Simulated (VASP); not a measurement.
# MgI2: single point with r2SCAN

The system is MgI2.

```xyz
3
Lattice="4.1572 0.0000 0.0000 -2.0786 3.6003 0.0000 0.0000 0.0000 6.8733" Properties=species:S:1:pos:R:3 pbc="T T T"
Mg    0.0000    0.0000    0.0000
I     0.0000    2.4002    1.6676
I     2.0786    1.2001    5.2057
```

- Program: VASP 6.6.1
- Task: single point
- Functional: r2SCAN
- Potentials or basis: VASP PAW PBE potentials, release 64 (Mg, I)
- Cutoff: 520 eV
- k mesh: 12 × 12 × 4
- Occupations: gaussian, width 0.01 eV
- Spin: no spin polarisation
- Dipole correction: no
- Further INCAR settings: ALGO = Normal; EDIFF = 1e-06; NBANDS = 15

* Pressure: 0.5 GPa
* Largest force: 0.043 eV/Å
* Band gap on the k mesh: 4.10 eV (least direct gap 4.48 eV)

Forces on the atoms (eV/Å):
```
Mg   0.000  0.000  0.000
I    0.000  0.000 -0.043
I    0.000  0.000  0.043
```

Stress tensor (GPa, compression positive):
```
0.48 0.00 0.00
0.00 0.48 0.00
0.00 0.00 0.56
```

Levels at points of the mesh, in eV from the valence-band top:
| k point | band 5 | band 6 | band 7 | band 8 | band 9 | band 10 | band 11 | band 12 |
| --- | --- | --- | --- | --- | --- | --- | --- | --- |
| (0.00, 0.00, 0.00) | -0.49 | -0.09 | -0.09 | 0.00 | 4.48 | 5.41 | 7.28 | 7.28 |
| (0.50, 0.00, 0.00) | -1.90 | -1.43 | -0.92 | -0.49 | 4.20 | 5.96 | 6.01 | 7.52 |
| (0.00, 0.00, 0.50) | -0.39 | -0.39 | -0.20 | -0.20 | 5.40 | 5.53 | 7.09 | 7.09 |
| (0.50, 0.00, 0.50) | -1.25 | -1.15 | -0.83 | -0.73 | 4.13 | 5.76 | 6.23 | 6.62 |

Run time: 4.8 min on 1 thread of Intel(R) Xeon(R) Platinum 8375C CPU @ 2.90GHz (Ice Lake), with other jobs on the host, peak memory 0.31 GiB.

Caveat: the PAW data sets were made with another functional, which shifts forces and pressure a little; spin-orbit coupling is left out, which moves the levels of the heavy elements. A k mesh can miss the band edges.
